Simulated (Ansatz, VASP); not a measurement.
## Ir in VASP and in Ansatz

```
Ir
1.0
     0.00000   -1.90541   -1.90541
     0.00000    1.90541   -1.90541
     3.81081    0.00000    0.00000
Ir
2
Direct
  0.51511 0.48489 0.47754
  0.98489 0.01511 0.02246
```

Change from the starting cell: mode 4 frozen in at -0.058 Å and mode 6 at -0.086 Å (largest displacements).

Alike in both runs: task single point; functional LDA; k mesh 16 × 16 × 12; occupations gaussian, width 0.15 eV; no spin polarisation.

|  | VASP | Ansatz |
| --- | --- | --- |
| version | VASP 6.6.1 | Ansatz 0.2.0 |
| potentials or method | VASP PAW LDA potentials, release 64 (Ir_sv_GW), cutoff 560 eV | scalar-relativistic, plane waves, PAW |
| valence electrons in the cell | 34 | 34 |

|  | VASP | Ansatz | Ansatz less VASP |
| --- | --- | --- | --- |
| gap on the k mesh at the Fermi level (eV) | none | none | - |
| pressure (GPa) | 7.5 | 7.8 | +0.32 |
| traceless stress, the component that is largest in VASP (GPa) | 7.36 | 7.33 | -0.034 |
| rms of the force components (eV/Å) | 1.637 | 1.611 | -0.0255 |

Ansatz warns that its potentials were made for another functional, while VASP's fit it. LDA's correlation is that of Perdew and Zunger in VASP and of Perdew and Wang (1992) in Ansatz. Atom by atom the forces differ by 0.026 eV/Å (rms over components). A gap of «none» marks a metal or a gap that the smearing closes.

Neither program's run includes spin-orbit coupling.
